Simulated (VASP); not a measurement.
Set up this calculation in VASP 6.6.1, as the native input.

- Task: single point
- Functional: PBE
- Potentials or basis: VASP PAW PBE potentials, release 64 (Y_sv)
- Cutoff: 520 eV
- k mesh: 8 × 8 × 5
- Occupations: fermi-dirac, width 0.05 eV
- Spin: no spin polarisation
- Dipole correction: no
- Further INCAR settings: ALGO = Fast; EDIFF = 1e-07; NBANDS = 18

The structure of Y lies in POSCAR:

```
Y
1.0
    3.6474000000      0.0000000000      0.0000000000
   -1.8237000000      3.1587410578      0.0000000000
    0.0000000000      0.0000000000      5.7306000000
Y
2
Direct
    0.6700770000      0.3217800000      0.7512290000
    0.3305060000      0.6741340000      0.2556330000
```

This cell differs from its parent crystal: atoms moved at random.

These files were run (other wordings do the same):

INCAR

```
ALGO = Fast
EDIFF = 1E-7
ENCUT = 520
GGA = PE
ISIF = 2
ISMEAR = -1
LASPH = T
LCHARG = F
LREAL = F
LWAVE = F
NBANDS = 18
NELM = 60
PREC = Accurate
SIGMA = 0.05
```

KPOINTS

```
k-points
0
Gamma
  8 8 5
```

Potentials or basis: VASP PAW PBE potentials, release 64 (Y_sv).

Command:

```sh
$ cat potpaw_PBE.64/Y_sv/POTCAR > POTCAR
$ mpirun -np 1 vasp_std > vasp.out
```

It gave:

The pressure is -0.2 GPa and the largest force is 0.122 eV/Å. The band gap on the k mesh is zero (band 11 reaches 3.84 eV, above the bottom of band 12 at 2.53 eV).

Caveat: the cell differs from its parent crystal (atoms moved at random).

It took 6.5 min on 1 thread of Intel(R) Xeon(R) Platinum 8259CL CPU @ 2.50GHz (Skylake/Cascade Lake), with other jobs on the host, peak memory 0.33 GiB.
